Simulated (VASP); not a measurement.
Write the native input for VASP 6.6.1 that does the following.

```
Task                   : single point
Functional             : r2SCAN
Potentials or basis    : VASP PAW PBE potentials, release 64 (Ni_sv_GW, O)
Cutoff                 : 770 eV
k mesh                 : 6 × 6 × 6
Occupations            : gaussian, width 0.1 eV
Spin                   : no spin polarisation
Dipole correction      : no
Further INCAR settings : ALGO = Normal; EDIFF = 1e-06; NBANDS = 22
```

Crystal: NiO2.

```xyz
3
Lattice="1.3859 0.8002 6.9596 -1.3859 0.8002 6.9596 0.0000 -1.6003 6.9596" Properties=species:S:1:pos:R:3 pbc="T T T"
Ni    0.0000    0.0000    0.0000
O     0.0000    0.0000   12.9786
O     0.0000    0.0000    7.9002
```

These files were run (other wordings do the same):

POSCAR

```
NiO2
1.0
    1.3859340064      0.8001693717      6.9596153624
   -1.3859340064      0.8001693717      6.9596153624
    0.0000000000     -1.6003387434      6.9596153624
Ni O
1 2
Direct
    0.0000000000      0.0000000000      0.0000000000
    0.6216149294      0.6216149294      0.6216149294
    0.3783850706      0.3783850706      0.3783850706
```

INCAR.step1

```
  ALGO = Normal
  EDIFF = 1E-5
  ENCUT = 770
  GGA = PE
  GGA_COMPAT = False
  ISMEAR = 0
  LASPH = True
  LCHARG = False
  LREAL = False
  LWAVE = True
  NBANDS = 22
  NELM = 120
  PREC = Accurate
  SIGMA = 0.1
```

INCAR.step2

```
  ALGO = Normal
  EDIFF = 1E-6
  ENCUT = 770
  GGA_COMPAT = False
  ISIF = 2
  ISMEAR = 0
  ISTART = 1
  LASPH = True
  LCHARG = False
  LMIXTAU = True
  LREAL = False
  LWAVE = False
  METAGGA = R2SCAN
  NBANDS = 22
  NELM = 120
  PREC = Accurate
  SIGMA = 0.1
```

KPOINTS

```
k-points
0
Gamma
  6 6 6
```

Potentials or basis: VASP PAW PBE potentials, release 64 (Ni_sv_GW, O).

Command:

```sh
$ cat potpaw_PBE.64/Ni_sv_GW/POTCAR potpaw_PBE.64/O/POTCAR > POTCAR
$ cp INCAR.step1 INCAR
$ mpirun -np 1 vasp_std > vasp.out
$ cp INCAR.step2 INCAR
$ mpirun -np 1 vasp_std > vasp.out
```

Results of the run:

| Quantity | Value |
| --- | --- |
| Pressure | 0.6 GPa |
| Largest force | 0.068 eV/Å |
| Band gap on the k mesh | 1.95 eV (least direct gap 2.21 eV) |

Caveat: the k points lie up to 0.44 Å⁻¹ apart; the PAW data sets were made with another functional, which shifts forces and pressure a little; the run has no spin polarisation, though such a crystal can be magnetic.

Wall time 31 min on 1 thread of Intel(R) Xeon(R) Platinum 8375C CPU @ 2.90GHz (Ice Lake), on a shared host, peak memory 0.83 GiB.
